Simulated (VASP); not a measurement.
Set up this calculation in VASP 6.6.1, as the native input.

```
Task                   : single point
Functional             : PBE
Potentials or basis    : VASP PAW PBE potentials, release 64 (Au)
Cutoff                 : 520 eV
k mesh                 : 1 × 1 × 18
Occupations            : gaussian, width 0.05 eV
Spin                   : no spin polarisation
Dipole correction      : no
Further INCAR settings : LREAL = Auto; ALGO = Fast; EDIFF = 1e-06; NBANDS = 114
```

The structure of Au lies in POSCAR:

```
Au
1.0
   17.8000000000      0.0000000000      0.0000000000
    0.0000000000     17.6000000000      0.0000000000
    0.0000000000      0.0000000000      2.9402301135
Au
18
Direct
    0.2522277994      0.7362564377      0.0000000000
    0.2522277994      0.5000000000      0.0000000000
    0.2522277994      0.2637435623      0.0000000000
    0.5825907335      0.7362564377      0.0000000000
    0.5825907335      0.5000000000      0.0000000000
    0.5825907335      0.2637435623      0.0000000000
    0.5000000000      0.6181282188      0.5000000000
    0.5000000000      0.3818717812      0.5000000000
    0.3348185330      0.6181282188      0.5000000000
    0.3348185330      0.3818717812      0.5000000000
    0.6651814670      0.6181282188      0.5000000000
    0.6651814670      0.3818717812      0.5000000000
    0.4174092665      0.7362564377      0.0000000000
    0.4174092665      0.5000000000      0.0000000000
    0.4174092665      0.2637435623      0.0000000000
    0.7477722006      0.7362564377      0.0000000000
    0.7477722006      0.5000000000      0.0000000000
    0.7477722006      0.2637435623      0.0000000000
```

One way to write it, as run:

INCAR

```
PREC = Accurate
ENCUT = 520
EDIFF = 1E-6
ISMEAR = 0
SIGMA = 0.05
LREAL = Auto
LASPH = True
NELM = 80
ALGO = Fast
ISIF = 2
LWAVE = False
LCHARG = True
GGA = PE
LELF = True
LVHAR = True
NBANDS = 114
```

KPOINTS

```
Automatic mesh
0
Gamma
  1 1 18
```

Potentials or basis: VASP PAW PBE potentials, release 64 (Au).

Launch:

```console
$ cat potpaw_PBE.64/Au/POTCAR > POTCAR
$ mpirun -np 1 vasp_std > vasp.out
```

It gave:

```yaml
Largest_force: 0.725 eV/Å
Band_gap_on_the_k_mesh: zero (bands 99 and 100 overlap by 2.82 eV)
```

Caveat: spin-orbit coupling is left out, which moves the levels of the heavy elements.

It took 49 min on 1 thread of Oxide Virtual Turin-like Processor, on a shared host, peak memory 1.3 GiB.
